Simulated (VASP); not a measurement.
# SnPt2Se3 (P6/mmm) in VASP: a series of runs

Runs on SnPt2Se3. Level: PBE. Tasks: single point.

Program: VASP 6.6.1. These are calculated values, not measurements. Logs are shortened: lines on timing, memory, paths and dates and some standing lists are left out, and cuts for length are marked.

### 1 The cell of the first run

The structure is hexagonal, space group P6/mmm (No. 191). Conventional cell: a = 5.446 Å, b = 5.446 Å, c = 6.977 Å, α = 90.00°, β = 90.00°, γ = 120.00°. Within 2.6 Å of Sn (site symmetry 6/mmm) lie 2 Pt at 1.98 Å. Within 2.0 Å of Pt (site symmetry 6mm) lie 1 Se at 1.51 Å and 1 Sn at 1.98 Å. Se (site symmetry 6/mmm) has 2 Pt at 1.51 Å within 2.0 Å. Se (site symmetry -6m2) has 6 Se at 3.14 Å and 6 Pt at 3.49 Å within 4.1 Å.

### 2 Single point, PBE

INCAR reads:

```
SYSTEM = SnPt2Se3
ALGO = Normal
EDIFF = 1E-6
ENCUT = 520
GGA = PE
ISIF = 2
ISMEAR = 0
LASPH = .True.
LCHARG = .True.
LELF = .True.
LREAL = .False.
LVHAR = .True.
LWAVE = .False.
NBANDS = 35
NELM = 60
PREC = Accurate
SIGMA = 0.1
```

KPOINTS reads:

```
k-points
0
Gamma
  6 6 4
  0 0 0
```

POSCAR reads:

```
SnPt2Se3
1.0
    5.4463365200      0.0000000000      0.0000000000
   -2.7231682600      4.7166657800      0.0000000000
    0.0000000000      0.0000000000      6.9771183800
Sn Pt Se
1 2 3
Direct
    0.0000000000      0.0000000000      0.0000000000
    0.0000000000      0.0000000000      0.7161762300
    0.0000000000      0.0000000000      0.2838237700
    0.0000000000      0.0000000000      0.5000000000
    0.3333333300      0.6666666700      0.5000000000
    0.6666666700      0.3333333300      0.5000000000
```

Potentials or basis: VASP PAW PBE potentials, release 64 (Sn_d, Pt, Se).

Command:

```sh
$ cat potpaw_PBE.64/Sn_d/POTCAR potpaw_PBE.64/Pt/POTCAR potpaw_PBE.64/Se/POTCAR > POTCAR
$ mpirun -np 1 vasp_std > vasp.out
```

OUTCAR:

```text
SYSTEM = SnPt2Se3
   EDIFF = 1E-6
   ENCUT = 520
   GGA = PE
   ISIF = 2
   ISMEAR = 0
   LASPH = .True.
   LREAL = .False.
   NELM = 60
   PREC = Accurate

 ion  position               nearest neighbor table
   1  0.000  0.000  0.000-   2 1.98   3 1.98
   2  0.000  0.000  0.716-   4 1.51   1 1.98   3 3.02
   3  0.000  0.000  0.284-   4 1.51   1 1.98   2 3.02
   4  0.000  0.000  0.500-   2 1.51   3 1.51
   5  0.333  0.667  0.500-
   6  0.667  0.333  0.500-

 -----------------------------------------------------------------------------
|                                                                             |
|           W    W    AA    RRRRR   N    N  II  N    N   GGGG   !!!           |
|           W    W   A  A   R    R  NN   N  II  NN   N  G    G  !!!           |
|           W    W  A    A  R    R  N N  N  II  N N  N  G       !!!           |
|           W WW W  AAAAAA  RRRRR   N  N N  II  N  N N  G  GGG   !            |
|           WW  WW  A    A  R   R   N   NN  II  N   NN  G    G                |
|           W    W  A    A  R    R  N    N  II  N    N   GGGG   !!!           |
|                                                                             |
|     The distance between some ions is very small. Please check the          |
|     nearest-neighbor list in the OUTCAR file.                               |
|     I HOPE YOU KNOW WHAT YOU ARE DOING!                                     |
|                                                                             |
 -----------------------------------------------------------------------------

  LATTYP: Found a hexagonal cell.
 ALAT       =     5.4463365200
 C/A-ratio  =     1.2810663378

  Lattice vectors:

 A1 = (   5.4463365200,   0.0000000000,   0.0000000000)
 A2 = (  -2.7231682600,   4.7166657800,   0.0000000000)
 A3 = (   0.0000000000,   0.0000000000,   6.9771183800)

Analysis of symmetry for initial positions (statically):
=====================================================================
 Subroutine PRICEL returns:
 Original cell was already a primitive cell.

 Routine SETGRP: Setting up the symmetry group for a
 hexagonal supercell.

 Subroutine GETGRP returns: Found 24 space group operations
 (whereof 24 operations were pure point group operations)
 out of a pool of 24 trial point group operations.

The static configuration has the point symmetry D_6h.

Analysis of symmetry for dynamics (positions and initial velocities):
=====================================================================
 Subroutine PRICEL returns:
 Original cell was already a primitive cell.

 Routine SETGRP: Setting up the symmetry group for a
 hexagonal supercell.

 Subroutine GETGRP returns: Found 24 space group operations
[... 117 lines left out ...]
   PSTRESS=    0.0 pullay stress
   NELECT =      52.0000    total number of electrons
   NUPDOWN=      -1.0000    fix difference up-down
   EMIN   =  10.00;   EMAX   =-10.00  energy-range for DOS
   EFERMI =   0.00;   METHOD = LEGACY
   ISMEAR =     0;   SIGMA  =   0.10  broadening in eV -4-tet -1-fermi 0-gaus
   EFERMI_NEDOS =   21; number of points for ismear=-14 and -15
   IALGO  =     38    algorithm
   IMIX   =      4    mixing-type and parameters
     AMIX     =   0.40;   BMIX     =  1.00
     AMIX_MAG =   1.60;   BMIX_MAG =  1.00
  volume/ion in A,a.u.               =      29.87       201.59
  Fermi-wavevector in a.u.,A,eV,Ry     =   1.083771  2.048030 15.980843  1.174559
  Thomas-Fermi vector in A             =   2.219845
   LORBIT       =      0    0 simple, 1 ext, 2 COOP (PROOUT), +10 PAW based schemes
   GGA     = PE    functional components
   LHFCALC =     F    Hartree Fock is set to
   AEXX    =    0.0000 exact exchange contribution
   IVDW    =     0    specifies the selected vdW correction
   LEPSILON=     F    determine dielectric tensor
   LRPA    =     F    only Hartree local field effects (RPA)
 non-spin polarized calculation
 Gauss-broadening in eV      SIGMA  =   0.10
  energy-cutoff  :      520.00
  volume of cell :      179.23
 maximum number of plane-waves:      4866
 NGX is ok and might be reduce to    42
   NGX = 21   NGY = 21   NGZ = 25

 number of electron      51.9999999 magnetization

 Free energy of the ion-electron system (eV)
  ---------------------------------------------------
  ext. energy  EPLUGINS =         0.00000000
  ---------------------------------------------------
  free energy    TOTEN  =        27.84852545 eV

  energy without entropy =       27.87280023  energy(sigma->0) =       27.86066284

 E-fermi :   3.1502     XC(G=0):  -8.3731

 val. band max:        3.1204190878   @ k =   0.5000  -0.0000   0.0000
 cond. band min:       3.1709418917   @ k =   0.1667   0.1667   0.5000
 fundamental gap:      0.0505228039
 Fermi energy:         3.1501609818

 k-point     1 :       0.0000    0.0000    0.0000
  band No.  band energies     occupation
      1     -20.7325      2.00000
      2     -19.6460      2.00000
      3     -19.6460      2.00000
      4     -18.9434      2.00000
      5     -18.9434      2.00000
      6     -13.4330      2.00000
[... 787 lines left out ...]
     34      10.1889      0.00000
     35      10.1889      0.00000

------------------------ aborting loop because EDIFF is reached ----------------------------------------

  FORCE on cell =-STRESS in cart. coord.  units (eV):
  Direction    XX          YY          ZZ          XY          YZ          ZX
  --------------------------------------------------------------------------------------
  -------------------------------------------------------------------------------------
  Total       -0.0151549     -0.0151549    354.0316856     -0.0000000     -0.0000000      0.0000000
  in kB       -0.1354714     -0.1354714   3164.7327977     -0.0000000     -0.0000000      0.0000000
  external PRESSURE =    1054.8206183 kB  Pullay stress =       0.0000000 kB

 VOLUME and BASIS-vectors are now :
 -----------------------------------------------------------------------------
  energy-cutoff  :      520.00
  volume of cell :      179.23
      direct lattice vectors                 reciprocal lattice vectors
     5.446336520  0.000000000  0.000000000     0.183609661  0.106007087  0.000000000
    -2.723168260  4.716665780  0.000000000     0.000000000  0.212014174  0.000000000
     0.000000000  0.000000000  6.977118380     0.000000000  0.000000000  0.143325646

 POSITION                                       TOTAL-FORCE (eV/Angst)
 -----------------------------------------------------------------------------------
      0.00000      0.00000      0.00000         0.000000     -0.000000     -0.000000
      0.00000      0.00000      4.99685         0.000000     -0.000000     66.747207
      0.00000      0.00000      1.98027         0.000000     -0.000000    -66.747207
      0.00000      0.00000      3.48856         0.000000     -0.000000     -0.000000
     -0.00000      3.14444      3.48856         0.000000     -0.000000     -0.000000
      2.72317      1.57222      3.48856        -0.000000      0.000000     -0.000000
 -----------------------------------------------------------------------------------
    total drift:                               -0.000000      0.000000      0.000000

  FREE ENERGIE OF THE ION-ELECTRON SYSTEM (eV)
  ---------------------------------------------------
  free  energy   TOTEN  =        27.8485254468 eV

  energy  without entropy=       27.8728002275  energy(sigma->0) =       27.86066284
```

Run time: 1.8 min. Hardware: 1 thread of Intel Xeon Platinum 8375C at 2.90GHz (Ice Lake), shared host; peak memory 0.38 GiB.

What came out:

* Free energy: 27.8485 eV
* Pressure: 105.5 GPa
* Largest force: 66.747 eV/Å
* Band gap on the k mesh: zero (band 26 reaches 3.31 eV, above the bottom of band 27 at 2.96 eV)

Forces on the atoms (eV/Å):
```
Sn    0.000   0.000   0.000
Pt    0.000   0.000  66.747
Pt    0.000   0.000 -66.747
Se    0.000   0.000   0.000
Se    0.000   0.000   0.000
Se    0.000   0.000   0.000
```

Levels at points of the mesh, in eV from the Fermi level:
| k point | band 24 | band 25 | band 26 | band 27 | band 28 | band 29 |
| --- | --- | --- | --- | --- | --- | --- |
| (0.00, 0.00, 0.00) | -2.14 | -0.23 | -0.15 | 1.09 | 1.09 | 3.98 |
| (0.50, 0.00, 0.00) | -0.98 | -0.74 | -0.34 | -0.03 | 0.72 | 3.19 |
| (0.00, 0.00, 0.50) | -1.61 | -1.40 | -0.17 | 0.84 | 0.84 | 0.95 |
| (0.50, 0.00, 0.50) | -0.91 | -0.83 | 0.08 | 0.52 | 0.72 | 0.87 |

Caveat: spin-orbit coupling is left out, which moves the levels of the heavy elements; forces of over 1 eV/Å act on the atoms, so gaps and moduli don't describe the material at rest.

### 3 Single point, PBE

This run uses another cell than the first one, of 34.75 Å³/atom, 1.163 times its volume.

INCAR reads:

```
SYSTEM = SnPt2Se3
PREC = Accurate
ENCUT = 520
EDIFF = 1E-6
ISMEAR = 0
SIGMA = 0.1
LREAL = .FALSE.
LASPH = .TRUE.
NELM = 80
ALGO = Normal
ISIF = 2
LWAVE = .FALSE.
LCHARG = .TRUE.
GGA = PE
LELF = .TRUE.
LVHAR = .TRUE.
NBANDS = 35
```

KPOINTS reads:

```
regular mesh
0
G
  6 6 4
  0 0 0
```

POSCAR reads:

```
SnPt2Se3
1.0
    4.9888072511      0.0000000000      0.0000000000
   -2.4944036255      4.3204338140      0.0000000000
    0.0000000000      0.0000000000      9.6730654546
Sn Pt Se
1 2 3
Direct
    0.0000000000      0.0000000000      0.0000000000
    0.0000000000      0.0000000000      0.7467204377
    0.0000000000      0.0000000000      0.2532795623
    0.0000000000      0.0000000000      0.5000000000
    0.3333333333      0.6666666667      0.5000000000
    0.6666666667      0.3333333333      0.5000000000
```

Potentials or basis: VASP PAW PBE potentials, release 64 (Sn_d, Pt, Se).

Command:

```sh
$ cat potpaw_PBE.64/Sn_d/POTCAR potpaw_PBE.64/Pt/POTCAR potpaw_PBE.64/Se/POTCAR > POTCAR
$ mpirun -np 1 vasp_std > vasp.out
```

OUTCAR:

```text
SYSTEM = SnPt2Se3
   PREC = Accurate
   ENCUT = 520
   EDIFF = 1E-6
   ISMEAR = 0
   LREAL = .FALSE.
   LASPH = .TRUE.
   NELM = 80
   ISIF = 2
   GGA = PE

 ion  position               nearest neighbor table
   1  0.000  0.000  0.000-   2 2.45   3 2.45
   2  0.000  0.000  0.747-   4 2.39   1 2.45
   3  0.000  0.000  0.253-   4 2.39   1 2.45
   4  0.000  0.000  0.500-   2 2.39   3 2.39
   5  0.333  0.667  0.500-
   6  0.667  0.333  0.500-

[... 999 lines left out ...]
  -------------------------------------------------------------------------------------
  Total       -0.0738387     -0.0738387     -0.3698017     -0.0000000     -0.0000000      0.0000000
  in kB       -0.5674225     -0.5674225     -2.8417856     -0.0000000     -0.0000000      0.0000000
  external PRESSURE =      -1.3255435 kB  Pullay stress =       0.0000000 kB

 VOLUME and BASIS-vectors are now :
 -----------------------------------------------------------------------------
  energy-cutoff  :      520.00
  volume of cell :      208.49
      direct lattice vectors                 reciprocal lattice vectors
     4.988807251  0.000000000  0.000000000     0.200448714  0.115729119  0.000000000
    -2.494403625  4.320433814  0.000000000     0.000000000  0.231458238  0.000000000
     0.000000000  0.000000000  9.673065455     0.000000000  0.000000000  0.103379844

 POSITION                                       TOTAL-FORCE (eV/Angst)
 -----------------------------------------------------------------------------------
      0.00000      0.00000      0.00000        -0.000000      0.000000      0.000000
      0.00000      0.00000      7.22308         0.000000     -0.000000      0.006364
      0.00000      0.00000      2.44999        -0.000000      0.000000     -0.006364
      0.00000      0.00000      4.83653        -0.000000      0.000000      0.000000
     -0.00000      2.88029      4.83653        -0.000000      0.000000      0.000000
      2.49440      1.44014      4.83653         0.000000      0.000000      0.000000
 -----------------------------------------------------------------------------------
    total drift:                                0.000000     -0.000000      0.000000

  FREE ENERGIE OF THE ION-ELECTRON SYSTEM (eV)
  ---------------------------------------------------
  free  energy   TOTEN  =       -21.2056486785 eV

  energy  without entropy=      -21.1729979959  energy(sigma->0) =      -21.18932334
```

OSZICAR:

```text
N       E                     dE             d eps       ncg     rms          rms(c)
DAV:   1     0.407869650463E+03    0.40787E+03   -0.21872E+04  1508   0.141E+03
DAV:   2     0.307423003889E+02   -0.37713E+03   -0.35531E+03  1601   0.341E+02
DAV:   3    -0.193961563267E+02   -0.50138E+02   -0.47613E+02  1815   0.117E+02
DAV:   4    -0.220529119865E+02   -0.26568E+01   -0.25945E+01  1727   0.281E+01
DAV:   5    -0.221241310714E+02   -0.71219E-01   -0.71077E-01  1884   0.498E+00    0.102E+01
DAV:   6    -0.214391762109E+02    0.68495E+00   -0.96911E-01  1628   0.524E+00    0.635E+00
DAV:   7    -0.213651381444E+02    0.74038E-01   -0.12868E+00  1577   0.662E+00    0.345E+00
DAV:   8    -0.211978282664E+02    0.16731E+00   -0.38159E-01  1521   0.356E+00    0.661E-01
DAV:   9    -0.212025191518E+02   -0.46909E-02   -0.41120E-02  1632   0.922E-01    0.347E-01
DAV:  10    -0.212045335291E+02   -0.20144E-02   -0.29320E-03  1702   0.352E-01    0.144E-01
DAV:  11    -0.212052517872E+02   -0.71826E-03   -0.10726E-03  1600   0.173E-01    0.424E-02
DAV:  12    -0.212055946016E+02   -0.34281E-03   -0.36718E-04  1542   0.105E-01    0.153E-02
DAV:  13    -0.212056370168E+02   -0.42415E-04   -0.51812E-05  1581   0.288E-02    0.959E-03
DAV:  14    -0.212056472020E+02   -0.10185E-04   -0.13540E-05  1539   0.185E-02    0.316E-03
DAV:  15    -0.212056485386E+02   -0.13366E-05   -0.11783E-06  1343   0.488E-03    0.102E-03
DAV:  16    -0.212056486785E+02   -0.13993E-06   -0.30161E-07  1004   0.305E-03
   1 F= -.21205649E+02 E0= -.21189323E+02  d E =-.326507E-01
```

It took 2 min on 1 thread of Intel Xeon Platinum 8375C at 2.90GHz (Ice Lake), shared host; peak memory 0.42 GiB.

What came out:

* Free energy: -21.2056 eV
* Pressure: -0.1 GPa
* Largest force: 0.006 eV/Å
* Band gap on the k mesh: zero (band 26 reaches 1.80 eV, above the bottom of band 27 at 1.63 eV)

Forces in eV/Å, atoms in the order of the input:
```
Sn   0.000  0.000  0.000
Pt   0.000  0.000  0.006
Pt   0.000  0.000 -0.006
Se   0.000  0.000  0.000
Se   0.000  0.000  0.000
Se   0.000  0.000  0.000
```

Caveat: spin-orbit coupling is left out, which moves the levels of the heavy elements.

### 4 Single point, PBE

This run uses another cell than the first one, of 34.87 Å³/atom, 1.167 times its volume.

INCAR reads:

```
PREC     = Accurate       # precision mode
ENCUT    = 520            # plane-wave cutoff, eV
EDIFF    = 1E-6           # SCF threshold, eV
ISMEAR   = 0              # smearing method
SIGMA    = 0.1            # smearing width, eV
LREAL    = False          # projectors in reciprocal space
LASPH    = True           # aspherical terms in the spheres
NELM     = 100            # most SCF steps
ALGO     = Normal         # electronic algorithm
ISIF     = 2              # what is computed and relaxed
LWAVE    = False          # write WAVECAR
LCHARG   = False          # write CHGCAR
GGA      = PE             # functional
NBANDS   = 35             # bands
```

KPOINTS reads:

```
regular mesh
0
Gamma
  12 12 4
```

POSCAR reads:

```
SnPt2Se3
1.0
    5.0026745060      0.0000000000      0.0000000000
   -2.5013372530      4.3324432091      0.0000000000
    0.0000000000      0.0000000000      9.6544940941
Sn Pt Se
1 2 3
Direct
    0.0000000000      0.0000000000      0.0000000000
    0.0000000000      0.0000000000      0.7464117300
    0.0000000000      0.0000000000      0.2535882700
    0.0000000000      0.0000000000      0.5000000000
    0.3333333333      0.6666666667      0.5000000000
    0.6666666667      0.3333333333      0.5000000000
```

Command:

```sh
$ cat potpaw_PBE.64/Sn_d/POTCAR potpaw_PBE.64/Pt/POTCAR potpaw_PBE.64/Se/POTCAR > POTCAR
$ mpirun -np 1 vasp_std > vasp.out
```

Run time: 5.1 min. Hardware: 1 thread of Intel Xeon Platinum 8375C at 2.90GHz (Ice Lake), shared host; peak memory 0.58 GiB.

The run converged. Its results:

```yaml
Free_energy: -21.1280 eV
Pressure: 0.0 GPa
Largest_force: 0.013 eV/Å
Band_gap_on_the_k_mesh: zero (band 26 reaches 1.78 eV, above the bottom of band 27 at 1.60 eV)
```

Forces on the atoms (eV/Å):
```
Sn   0.000  0.000  0.000
Pt   0.000  0.000  0.013
Pt   0.000  0.000 -0.013
Se   0.000  0.000  0.000
Se   0.000  0.000  0.000
Se   0.000  0.000  0.000
```

Stress tensor (GPa, compression positive):
```
-0.02  0.00  0.00
 0.00 -0.02  0.00
 0.00  0.00  0.10
```

Levels at points of the mesh, in eV from the Fermi level:
```tsv
k point	band 23	band 24	band 25	band 26	band 27	band 28	band 29	band 30
(0.00, 0.00, 0.00)	-0.81	-0.70	-0.70	0.05	0.32	1.50	2.39	2.39
(0.50, 0.00, 0.00)	-0.66	-0.58	-0.50	0.03	0.47	0.60	0.87	1.52
(0.00, 0.00, 0.50)	-0.81	-0.69	-0.69	0.05	0.24	2.10	2.10	3.85
(0.50, 0.00, 0.50)	-0.66	-0.64	-0.32	0.02	0.79	0.83	0.87	1.29
```

Caveat: spin-orbit coupling is left out, which moves the levels of the heavy elements.

### 5 The runs side by side

| cell | k mesh | gap on the mesh (eV) | pressure (GPa) | largest force (eV/Å) |
| --- | --- | --- | --- | --- |
| a = 5.446, b = 5.446, c = 6.977 Å, angles 90.0, 90.0, 120.0°, 6 atoms | 6 × 6 × 4 | none | 105.5 | 66.75 |
| a = 4.989, b = 4.989, c = 9.673 Å, angles 90.0, 90.0, 120.0°, 6 atoms | 6 × 6 × 4 | none | -0.1 | 0.01 |
| a = 5.003, b = 5.003, c = 9.654 Å, angles 90.0, 90.0, 120.0°, 6 atoms | 12 × 12 × 4 | none | 0.0 | 0.01 |

Alike in all rows: task single point; level PBE; potentials or basis VASP PAW PBE potentials, release 64 (Sn_d, Pt, Se); no spin polarisation; cutoff (eV) 520; smearing gaussian 0.1 eV.

Caveats: spin-orbit coupling is left out, which moves the levels of the heavy elements; forces of over 1 eV/Å act on the atoms, so gaps and moduli don't describe the material at rest (some runs).

Total energies depend on the potentials used, so only differences within one code and one set of settings carry meaning.
